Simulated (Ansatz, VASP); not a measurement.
**Si2Ni in VASP and in Ansatz**

File INCAR:

```
SYSTEM = Si2Ni
PREC     = Accurate       ! precision mode
ENCUT    = 520            ! plane-wave cutoff, eV
EDIFF    = 1E-6           ! SCF threshold, eV
ISMEAR   = 0              ! smearing method
SIGMA    = 0.05           ! smearing width, eV
LREAL    = .False.        ! projectors in reciprocal space
LASPH    = .True.         ! aspherical terms in the spheres
NELM     = 150            ! most SCF steps
ALGO     = Normal         ! electronic algorithm
ISIF     = 2              ! what is computed and relaxed
LWAVE    = .False.        ! write WAVECAR
LCHARG   = .True.         ! write CHGCAR
ISPIN    = 2              ! spin polarisation
MAGMOM   = 0 0 0.05       ! initial moments
LORBIT   = 11             ! projections on sites
LMAXMIX  = 4              ! l up to which the mixer works
GGA      = PE             ! functional
IVDW     = 13             ! dispersion correction
LELF     = .True.         ! ELF
LVHAR    = .True.       
NBANDS   = 20             ! bands
```

File KPOINTS:

```
Automatic mesh
0
Gamma
  8 8 8
  0 0 0
```

The input POSCAR:

```
Si2Ni
1.0
    0.0000000000      2.6703159470      2.6703159470
    2.6703159470      0.0000000000      2.6703159470
    2.6703159470      2.6703159470      0.0000000000
Si Ni
2 1
Direct
    0.2500000000      0.2500000000      0.2500000000
    0.7500000000      0.7500000000      0.7500000000
    0.0000000000      0.0000000000      0.0000000000
```

Input for Ansatz:

```yaml
crystal:
  lattice:
    - [0.0, 2.670315947, 2.670315947]
    - [2.670315947, 0.0, 2.670315947]
    - [2.670315947, 2.670315947, 0.0]
  atoms:
    - { symbol: Si, position: [0.25, 0.25, 0.25] }
    - { symbol: Si, position: [0.75, 0.75, 0.75] }
    - { symbol: Ni, position: [0.0, 0.0, 0.0], spin: 0.05 }
basis:
  ecutwfc: 420
  ecutrho_ratio: 4
kpoints:
  mp_grid: { grid: [8, 8, 8] }
hamiltonian:
  xc: pbe
  dispersion: d4
scf:
  occupations: { method: gaussian, width: 0.05 }
output:
  forces: true
  stress: true
  eigenvalues: true
  populations: true
magnetization:
  spin_polarized: true
```

Alike in both runs: task single point; functional PBE; dispersion D4; k mesh 8 × 8 × 8; occupations gaussian, width 0.05 eV; collinear spin.

|  | VASP | Ansatz |
| --- | --- | --- |
| version | VASP 6.6.1 | Ansatz 0.2.0 |
| potentials or method | VASP PAW PBE potentials, release 64 (Si, Ni), cutoff 520 eV | scalar-relativistic, plane waves, PAW |
| valence electrons in the cell | 18 | 26 |

|  | VASP | Ansatz | Ansatz less VASP |
| --- | --- | --- | --- |
| gap on the k mesh at the Fermi level (eV) | none | none | - |
| pressure (GPa) | 3.2 | 3.4 | +0.18 |
| net moment per atom (μB) | 0.00 | 0.00 | 0.000 |

A gap of «none» marks a metal or a gap that the smearing closes. VASP's potentials hold 18 valence electrons a cell and Ansatz's 26, so a difference there can come from the potentials and not from the codes. Ansatz's warnings: seeded moment not kept.
